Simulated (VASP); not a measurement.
# Mo: single point with PBEsol

The system is Mo.

```
Mo
1.0
    -1.97054    1.97029    1.36300
     1.97029   -1.97054    1.36300
     3.25059    3.25059   -1.36344
Mo
2
Direct
  0.99995 0.00005 0.00000
  0.75005 0.24995 0.50000
```

| Property | Result |
| --- | --- |
| Program | VASP 6.6.1 |
| Task | single point |
| Functional | PBEsol |
| Potentials or basis | VASP PAW PBE potentials, release 64 (Mo_sv) |
| Cutoff | 520 eV |
| k mesh | 15 × 15 × 8 |
| Occupations | fermi-dirac, width 0.1 eV |
| Spin | no spin polarisation |

| Quantity | Value |
| --- | --- |
| Pressure | -23.2 GPa |
| Band gap on the k mesh | zero (bands 14 and 15 overlap by 1.27 eV) |

Stress tensor (GPa, compression positive):
```
-23.15  -1.07  -0.01
 -1.07 -23.15  -0.01
 -0.01  -0.01 -23.38
```

Levels at points of the mesh, in eV from the Fermi level:
```
           k point  band 11  band 12  band 13  band 14  band 15  band 16  band 17  band 18
(0.00, 0.00, 0.00)    -2.14    -1.94    -0.97     0.43     0.84     0.86     1.63     1.98
(0.00, 0.00, 0.50)    -1.86    -1.86    -1.27    -1.27     0.30     0.30     1.32     1.32
```

Wall time 7.7 min on 1 thread of Oxide Virtual Turin-like Processor (shared host), peak memory 0.33 GiB.

Caveat: the cell stands under tension; the PAW data sets were made with another functional, which shifts forces and pressure a little.
